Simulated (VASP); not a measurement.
Input of a VASP 6.6.1 run:

Contents of POSCAR:

```
Li2Se
1.0
    2.8474778787      2.8474778787      0.0000000000
   -2.8474778787      2.8474778787      0.0000000000
    0.0000000000      2.8474778787      2.8474778787
Li Se
2 1
Direct
    0.2500000000      0.7500000000      0.5000000000
    0.7500000000      0.2500000000      0.5000000000
    0.0000000000      0.0000000000      0.0000000000
```

File INCAR.step1:

```
ALGO = Normal ; EDIFF = 1E-5
ENCUT = 830 ; GGA = PE
GGA_COMPAT = False ; ISMEAR = 0
LASPH = True ; LCHARG = False
LREAL = False ; LWAVE = True
NBANDS = 13 ; NELM = 120
PREC = Accurate ; SIGMA = 0.01
```

INCAR.step2

```
ALGO = Normal ; EDIFF = 1E-6
ENCUT = 830 ; GGA_COMPAT = False
ISIF = 2 ; ISMEAR = 0
ISTART = 1 ; LASPH = True
LCHARG = False ; LMIXTAU = True
LREAL = False ; LWAVE = False
METAGGA = R2SCAN ; NBANDS = 13
NELM = 120 ; PREC = Accurate
SIGMA = 0.01
```

KPOINTS

```
k-points
0
Gamma
  8 8 8
```

Potentials or basis: VASP PAW PBE potentials, release 64 (Li_sv, Se).

The run is started by

```sh
$ cat potpaw_PBE.64/Li_sv/POTCAR potpaw_PBE.64/Se/POTCAR > POTCAR
$ cp INCAR.step1 INCAR
$ mpirun -np 1 vasp_std > vasp.out
$ cp INCAR.step2 INCAR
$ mpirun -np 1 vasp_std > vasp.out
```

(1) Estimate the pressure.

(2) What does it give for the band gap on the k mesh?

Results:

(1) 6.8 GPa.

(2) 3.31 eV (least direct gap 4.90 eV).

Caveat: the cell stands under pressure; the PAW data sets were made with another functional, which shifts forces and pressure a little.
